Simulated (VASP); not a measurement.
# SnO2 (P4_2/mnm) in VASP: a series of runs

Runs on SnO2. Level: PBEsol. Tasks: single point.

All numbers are computed with VASP 6.6.1; they aren't measurements. Logs are shortened: lines on timing, memory, paths and dates and some standing lists are left out, and cuts for length are marked.

## 1. The cell of the first run

The structure is tetragonal, space group P4_2/mnm (No. 136). The conventional cell has a = 4.693 Å, b = 4.693 Å, c = 3.357 Å, α = 90.00°, β = 90.00°, γ = 90.00°. Sn (site symmetry mmm) has 6 O at 2.04 to 2.11 Å within 2.7 Å. Within 2.7 Å of O (site symmetry m2m) lie 3 Sn at 2.04 to 2.11 Å and 1 O at 2.55 Å.

## 2. Single point, PBEsol (uniaxial strain along c: +4.5 %, then relaxed in part)

Contents of INCAR:

```
ALGO = Normal
EDIFF = 1E-7
ENCUT = 520
GGA = PS
ISIF = 2
ISMEAR = 0
LASPH = T
LCHARG = F
LREAL = F
LWAVE = F
NBANDS = 35
NELM = 100
PREC = Accurate
SIGMA = 0.02
```

Contents of KPOINTS:

```
k-points
0
Gamma
  6 6 8
```

Contents of POSCAR:

```
SnO2
1.0
    4.6928147350      0.0000000000      0.0000000000
    0.0000000000      4.6928147350      0.0000000000
    0.0000000000      0.0000000000      3.3569536550
Sn O
2 4
Direct
    0.5000000000      0.5000000000      0.5000000000
    0.0000000000      0.0000000000      0.0000000000
    0.1923858186      0.8076141814      0.5000000000
    0.8076141814      0.1923858186      0.5000000000
    0.3076141814      0.3076141814      0.0000000000
    0.6923858186      0.6923858186      0.0000000000
```

Potentials or basis: VASP PAW PBE potentials, release 64 (Sn_d, O).

Command:

```sh
$ cat potpaw_PBE.64/Sn_d/POTCAR potpaw_PBE.64/O/POTCAR > POTCAR
$ mpirun -np 1 vasp_std > vasp.out
```

OUTCAR:

```text
EDIFF = 1E-7
   ENCUT = 520
   GGA = PS
   ISIF = 2
   ISMEAR = 0
   LASPH = T
   LREAL = F
   NELM = 100
   PREC = Accurate

 ion  position               nearest neighbor table
   1  0.500  0.500  0.500-   3 2.04   4 2.04   5 2.11   6 2.11   5 2.11   6 2.11   2 3.72   2 3.72
                             2 3.72   2 3.72   2 3.72   2 3.72   2 3.72   2 3.72
   2  0.000  0.000  0.000-   5 2.04   6 2.04   3 2.11   4 2.11   3 2.11   4 2.11   1 3.72   1 3.72
                             1 3.72   1 3.72   1 3.72   1 3.72   1 3.72   1 3.72
   3  0.192  0.808  0.500-   1 2.04   2 2.11   2 2.11
   4  0.808  0.192  0.500-   1 2.04   2 2.11   2 2.11
   5  0.308  0.308  0.000-   2 2.04   1 2.11   1 2.11
   6  0.692  0.692  0.000-   2 2.04   1 2.11   1 2.11

  LATTYP: Found a simple tetragonal cell.
 ALAT       =     4.6928147350
 C/A-ratio  =     0.7153390544

  Lattice vectors:

 A1 = (   4.6928147350,   0.0000000000,   0.0000000000)
 A2 = (   0.0000000000,   4.6928147350,   0.0000000000)
 A3 = (   0.0000000000,   0.0000000000,   3.3569536550)

Analysis of symmetry for initial positions (statically):
=====================================================================
 Subroutine PRICEL returns:
 Original cell was already a primitive cell.

 Routine SETGRP: Setting up the symmetry group for a
 simple tetragonal supercell.

 Subroutine GETGRP returns: Found 16 space group operations
 (whereof  8 operations were pure point group operations)
 out of a pool of 16 trial point group operations.

The static configuration has the point symmetry D_2h.
 The point group associated with its full space group is D_4h.

Analysis of symmetry for dynamics (positions and initial velocities):
=====================================================================
 Subroutine PRICEL returns:
 Original cell was already a primitive cell.

 Routine SETGRP: Setting up the symmetry group for a
 simple tetragonal supercell.

 Subroutine GETGRP returns: Found 16 space group operations
 (whereof  8 operations were pure point group operations)
 out of a pool of 16 trial point group operations.

The dynamic configuration has the point symmetry D_2h.
 The point group associated with its full space group is D_4h.

 Subroutine INISYM returns: Found 16 space group operations
 (whereof  8 operations are pure point group operations),
 and found     1 'primitive' translations

----------------------------------------------------------------------------------------

                                     Primitive cell

  volume of cell :      73.9285

  direct lattice vectors                    reciprocal lattice vectors
     4.692814735  0.000000000  0.000000000     0.213091728  0.000000000  0.000000000
     0.000000000  4.692814735  0.000000000     0.000000000  0.213091728  0.000000000
     0.000000000  0.000000000  3.356953655     0.000000000  0.000000000  0.297889129

  length of vectors
     4.692814735  4.692814735  3.356953655     0.213091728  0.213091728  0.297889129

  position of ions in fractional coordinates (direct lattice)
     0.500000000  0.500000000  0.500000000
     0.000000000  0.000000000  0.000000000
     0.192385819  0.807614181  0.500000000
     0.807614181  0.192385819  0.500000000
     0.307614181  0.307614181  0.000000000
     0.692385819  0.692385819  0.000000000

  ion indices of the primitive-cell ions
   primitive index   ion index
                 1           1
                 2           2
                 3           3
                 4           4
                 5           5
                 6           6

----------------------------------------------------------------------------------------

 KPOINTS: k-points

Automatic generation of k-mesh.
 Grid dimensions read from file:
 generate k-points for:    6    6    8

 Generating k-lattice:

  Cartesian coordinates                     Fractional coordinates (reciprocal lattice)
     0.035515288  0.000000000  0.000000000     0.166666667  0.000000000  0.000000000
     0.000000000  0.035515288  0.000000000     0.000000000  0.166666667  0.000000000
     0.000000000  0.000000000  0.037236141     0.000000000  0.000000000  0.125000000

  Length of vectors
     0.035515288  0.035515288  0.037236141

  Shift w.r.t. Gamma in fractional coordinates (k-lattice)
     0.000000000  0.000000000  0.000000000

 Subroutine IBZKPT returns following result:
 ===========================================

 Found     50 irreducible k-points:

 Following reciprocal coordinates:
            Coordinates               Weight
  0.000000  0.000000  0.000000      1.000000
  0.166667  0.000000  0.000000      4.000000
  0.333333  0.000000  0.000000      4.000000
  0.500000  0.000000  0.000000      2.000000
  0.166667  0.166667  0.000000      4.000000
  0.333333  0.166667  0.000000      8.000000
[... 16 lines left out ...]
  0.333333  0.000000  0.250000      8.000000
  0.500000  0.000000  0.250000      4.000000
 [... further k-points ...]
   k-points           NKPTS =     50   k-points in BZ     NKDIM =     50   number of bands    NBANDS=     35
   number of dos      NEDOS =    301   number of ions     NIONS =      6
   total plane-waves  NPLWV =  36288
   dimension x,y,z NGX =    36 NGY =   36 NGZ =   28
   dimension x,y,z NGXF=    72 NGYF=   72 NGZF=   56
   ions per type =               2   4
   NGX,Y,Z   is equivalent  to a cutoff of  12.75, 12.75, 13.87 a.u.
   NGXF,Y,Z  is equivalent  to a cutoff of  25.51, 25.51, 27.73 a.u.
 SYSTEM =  unknown system
   PREC   = accura    normal or accurate (medium, high low for compatibility)
   ISTART =      0    job   : 0-new  1-cont  2-samecut
   ICHARG =      2    charge: 1-file 2-atom 10-const
   ISPIN  =      1    spin polarized calculation?
   LNONCOLLINEAR =      F non collinear calculations
   LSORBIT =      F    spin-orbit coupling
   LASPH  =      T    aspherical Exc in radial PAW
   ENCUT  =  520.0 eV  38.22 Ry    6.18 a.u.   8.73  8.73  6.24*2*pi/ulx,y,z
   NELM   =    100;   NELMIN=  2; NELMDL= -5     # of ELM steps
   EDIFF  = 0.1E-06   stopping-criterion for ELM
   LREAL  =      F    real-space projection
   EDIFFG = 0.1E-05   stopping-criterion for IOM
   NSW    =      0    number of steps for IOM
   IBRION =     -1    ionic relax: 0-MD 1-quasi-New 2-CG
   NFREE  =      0    steps in history (QN), initial steepest desc. (CG)
   ISIF   =      2    stress and relaxation
   ISYM   =      2    0-nonsym 1-usesym 2-fastsym
   POTIM  = 0.5000    time-step for ionic-motion
   TEBEG  =    0.0;   TEEND  =   0.0 temperature during run
   PSTRESS=    0.0 pullay stress
   NELECT =      52.0000    total number of electrons
   NUPDOWN=      -1.0000    fix difference up-down
   EMIN   =  10.00;   EMAX   =-10.00  energy-range for DOS
   EFERMI =   0.00;   METHOD = LEGACY
   ISMEAR =     0;   SIGMA  =   0.02  broadening in eV -4-tet -1-fermi 0-gaus
   EFERMI_NEDOS =   21; number of points for ismear=-14 and -15
   IALGO  =     38    algorithm
   IMIX   =      4    mixing-type and parameters
     AMIX     =   0.40;   BMIX     =  1.00
     AMIX_MAG =   1.60;   BMIX_MAG =  1.00
  volume/ion in A,a.u.               =      12.32        83.15
  Fermi-wavevector in a.u.,A,eV,Ry     =   1.455924  2.751296 28.840450  2.119713
  Thomas-Fermi vector in A             =   2.572902
   LORBIT       =      0    0 simple, 1 ext, 2 COOP (PROOUT), +10 PAW based schemes
   GGA     = PS    functional components
   LHFCALC =     F    Hartree Fock is set to
   AEXX    =    0.0000 exact exchange contribution
   IVDW    =     0    specifies the selected vdW correction
   LEPSILON=     F    determine dielectric tensor
   LRPA    =     F    only Hartree local field effects (RPA)
 non-spin polarized calculation
 Gauss-broadening in eV      SIGMA  =   0.02
  energy-cutoff  :      520.00
  volume of cell :       73.93
 maximum number of plane-waves:      2029
 NGX is ok and might be reduce to    36
   NGX = 17   NGY = 17   NGZ = 13

 number of electron      51.9999988 magnetization

 Free energy of the ion-electron system (eV)
  ---------------------------------------------------
  ext. energy  EPLUGINS =         0.00000000
  ---------------------------------------------------
  free energy    TOTEN  =       -39.55444578 eV

  energy without entropy =      -39.55444578  energy(sigma->0) =      -39.55444578

 E-fermi :   5.7847     XC(G=0): -11.3898

 val. band max:        5.6392917439   @ k =   0.0000   0.0000   0.0000
 cond. band min:       6.2554404733   @ k =   0.0000   0.0000   0.0000
 fundamental gap:      0.6161487294
 Fermi energy:         5.7846539682

 k-point     1 :       0.0000    0.0000    0.0000
  band No.  band energies     occupation
      1     -15.2994      2.00000
      2     -14.5035      2.00000
      3     -14.3932      2.00000
      4     -14.3818      2.00000
      5     -14.3659      2.00000
      6     -14.3659      2.00000
[... 27 lines left out ...]
     34      17.6336      0.00000
     35      17.9919      0.00000

 k-point     2 :       0.1667    0.0000    0.0000
  band No.  band energies     occupation
      1     -15.2571      2.00000
      2     -14.5517      2.00000
      3     -14.4070      2.00000
      4     -14.3944      2.00000
      5     -14.3639      2.00000
      6     -14.3638      2.00000
[... 27 lines left out ...]
     34      17.7110      0.00000
     35      17.9396      0.00000

 k-point     3 :       0.3333    0.0000    0.0000
  band No.  band energies     occupation
      1     -15.1342      2.00000
      2     -14.7261      2.00000
      3     -14.4132      2.00000
      4     -14.3982      2.00000
      5     -14.3598      2.00000
      6     -14.3596      2.00000
[... 27 lines left out ...]
     34      17.9231      0.00000
     35      17.9254      0.00000
[... 723 lines left out ...]
 k-point    23 :       0.3333    0.0000    0.2500
  band No.  band energies     occupation
      1     -15.0607      2.00000
      2     -14.8994      2.00000
      3     -14.5592      2.00000
      4     -14.3824      2.00000
      5     -14.3105      2.00000
      6     -14.3076      2.00000
[... 27 lines left out ...]
     34      17.6365      0.00000
     35      17.8212      0.00000

 k-point    24 :       0.5000    0.0000    0.2500
  band No.  band energies     occupation
      1     -14.9999      2.00000
      2     -14.9999      2.00000
      3     -14.4555      2.00000
      4     -14.4555      2.00000
      5     -14.3051      2.00000
      6     -14.3051      2.00000
[... 27 lines left out ...]
     34      17.8204      0.00000
     35      17.8706      0.00000

 [... further k-points ...]

------------------------ aborting loop because EDIFF is reached ----------------------------------------

  FORCE on cell =-STRESS in cart. coord.  units (eV):
  Direction    XX          YY          ZZ          XY          YZ          ZX
  --------------------------------------------------------------------------------------
  -------------------------------------------------------------------------------------
  Total        0.2435273      0.2435273     -5.1047403      0.0000000      0.0000000      0.0000000
  in kB        5.2777158      5.2777158   -110.6297859      0.0000000      0.0000000      0.0000000
  external PRESSURE =     -33.3581181 kB  Pullay stress =       0.0000000 kB

 VOLUME and BASIS-vectors are now :
 -----------------------------------------------------------------------------
  energy-cutoff  :      520.00
  volume of cell :       73.93
      direct lattice vectors                 reciprocal lattice vectors
     4.692814735  0.000000000  0.000000000     0.213091728  0.000000000  0.000000000
     0.000000000  4.692814735  0.000000000     0.000000000  0.213091728  0.000000000
     0.000000000  0.000000000  3.356953655     0.000000000  0.000000000  0.297889129

 POSITION                                       TOTAL-FORCE (eV/Angst)
 -----------------------------------------------------------------------------------
      2.34641      2.34641      1.67848         0.000000      0.000000      0.000000
      0.00000      0.00000      0.00000         0.000000      0.000000      0.000000
      0.90283      3.78998      1.67848         0.000265     -0.000265     -0.000000
      3.78998      0.90283      1.67848        -0.000265      0.000265      0.000000
      1.44358      1.44358      0.00000        -0.000265     -0.000265     -0.000000
      3.24924      3.24924      0.00000         0.000265      0.000265      0.000000
 -----------------------------------------------------------------------------------
    total drift:                                0.000000      0.000000      0.000000

  FREE ENERGIE OF THE ION-ELECTRON SYSTEM (eV)
  ---------------------------------------------------
  free  energy   TOTEN  =       -39.5544457830 eV

  energy  without entropy=      -39.5544457830  energy(sigma->0) =      -39.55444578
```

Run time: 2.3 min. Hardware: 1 thread of Intel Xeon 8259CL, shared host; peak memory 0.25 GiB.

What came out:

```yaml
Free_energy: -39.5544 eV
Pressure: -3.3 GPa
Band_gap_on_the_k_mesh: 0.62 eV
```

Caveat: the cell differs from its parent crystal (uniaxial strain along c: +4.5 %, then relaxed in part); the cell stands under tension; the PAW data sets were made with another functional, which shifts forces and pressure a little; spin-orbit coupling is left out, which moves the levels of the heavy elements.

(Continued in part 2 of 2.)
